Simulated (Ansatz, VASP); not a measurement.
**CuO: VASP beside Ansatz**

The input INCAR:

```
ALGO     = Normal         # electronic algorithm
EDIFF    = 1E-7           # SCF threshold, eV
ENCUT    = 520            # plane-wave cutoff, eV
GGA      = PS             # functional
ISIF     = 2              # what is computed and relaxed
ISMEAR   = -1             # smearing method
LASPH    = T              # aspherical terms in the spheres
LCHARG   = T              # write CHGCAR
LELF     = T              # ELF
LREAL    = F              # projectors in reciprocal space
LVHAR    = T            
LWAVE    = F              # write WAVECAR
NBANDS   = 25             # bands
NELM     = 60             # most SCF steps
PREC     = Accurate       # precision mode
SIGMA    = 0.05           # smearing width, eV
```

KPOINTS

```
k-points
0
Gamma
  9 9 5
```

Contents of POSCAR:

```
CuO
1.0
    1.9909680000     -2.1535500000      0.0000000000
    1.9909680000      2.1535500000      0.0000000000
    0.0000000000      0.0000000000      5.1559280000
Cu O
2 2
Direct
    0.5000000000      0.0000000000      0.0000000000
    0.0000000000      0.5000000000      0.5000000000
    0.5000000000      0.5000000000      0.2500000000
    0.5000000000      0.5000000000      0.7500000000
```

The input input.yaml:

```yaml
crystal:
  lattice:
    - [1.990968, -2.15355, 0.0]
    - [1.990968, 2.15355, 0.0]
    - [0.0, 0.0, 5.155928]
  atoms:
    - { symbol: Cu, position: [0.5, 0.0, 0.0] }
    - { symbol: Cu, position: [0.0, 0.5, 0.5] }
    - { symbol: O, position: [0.5, 0.5, 0.25] }
    - { symbol: O, position: [0.5, 0.5, 0.75] }
hamiltonian:
  xc: pbesol
  pseudopotentials: { kind: paw }
kpoints:
  mp_grid: { grid: [9, 9, 5] }
scf:
  occupations: { method: fermi_dirac, width: 0.05 }
output:
  forces: true
  stress: true
  eigenvalues: true
```

Alike in both runs: task single point; functional PBEsol; k mesh 9 × 9 × 5; occupations fermi-dirac, width 0.05 eV; no spin polarisation.

```csv
,VASP,Ansatz
version,VASP 6.6.1,Ansatz 0.2.0
potentials or method,"VASP PAW PBE potentials, release 64 (Cu, O)",Ansatz PAW
plane-wave cutoff (eV),520,420
valence electrons in the cell,34,50
```

|  | VASP | Ansatz | Ansatz less VASP |
| --- | --- | --- | --- |
| gap on the k mesh at the Fermi level (eV) | none | none | - |
| pressure (GPa) | -5.4 | -6.0 | -0.66 |
| traceless stress, the component that is largest in VASP (GPa) | 1.40 | 1.61 | +0.216 |

VASP's potentials were made for PBE, not for PBEsol. A gap of «none» marks a metal or a gap that the smearing closes. With one functional, cell and mesh, what is left measures potentials, basis and numerics. VASP's potentials hold 34 valence electrons a cell and Ansatz's 50, so a difference there can come from the potentials and not from the codes.
